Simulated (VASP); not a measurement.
Set up this calculation in VASP 6.6.1, as the native input.

```
Task                   : single point
Functional             : PBE
Potentials or basis    : VASP PAW PBE potentials, release 64 (Ti_sv, Al)
Cutoff                 : 520 eV
k mesh                 : 24 × 16 × 14
Occupations            : gaussian, width 0.1 eV
Spin                   : no spin polarisation
Dipole correction      : no
Further INCAR settings : ALGO = Fast; EDIFF = 1e-06; NBANDS = 18
```

The structure of TiAl3 lies in POSCAR:

```
TiAl3
1.0
    2.8396770000      0.0000000000      0.0000000000
    0.0000000000      4.6812640000      0.0000000000
    0.0000000000      0.0000000000      4.9007420000
Ti Al
1 3
Direct
    0.0000000000      0.5000000000      0.1659160000
    0.5000000000      0.5000000000      0.6672710000
    0.5000000000      0.0000000000      0.3309120000
    0.0000000000      0.0000000000      0.8359000000
```

One way to write it, as run:

INCAR

```
SYSTEM = TiAl3
ALGO = Fast
EDIFF = 1E-6
ENCUT = 520
GGA = PE
ISIF = 2
ISMEAR = 0
LASPH = .TRUE.
LCHARG = .FALSE.
LREAL = .FALSE.
LWAVE = .FALSE.
NBANDS = 18
NELM = 60
PREC = Accurate
SIGMA = 0.1
```

KPOINTS

```
k-points
0
G
  24 16 14
  0 0 0
```

Potentials or basis: VASP PAW PBE potentials, release 64 (Ti_sv, Al).

Command:

```bash
$ cat potpaw_PBE.64/Ti_sv/POTCAR potpaw_PBE.64/Al/POTCAR > POTCAR
$ mpirun -np 1 vasp_std > vasp.out
```

Results of the run:

```yaml
Pressure: -0.1 GPa
Largest_force: 0.045 eV/Å
Band_gap_on_the_k_mesh: zero (an odd number of electrons rules out a gap without spin polarisation)
```

It took 20 min on 1 thread of AMD EPYC 9R45 96-Core Processor (Zen 5) (shared host), peak memory 0.98 GiB.
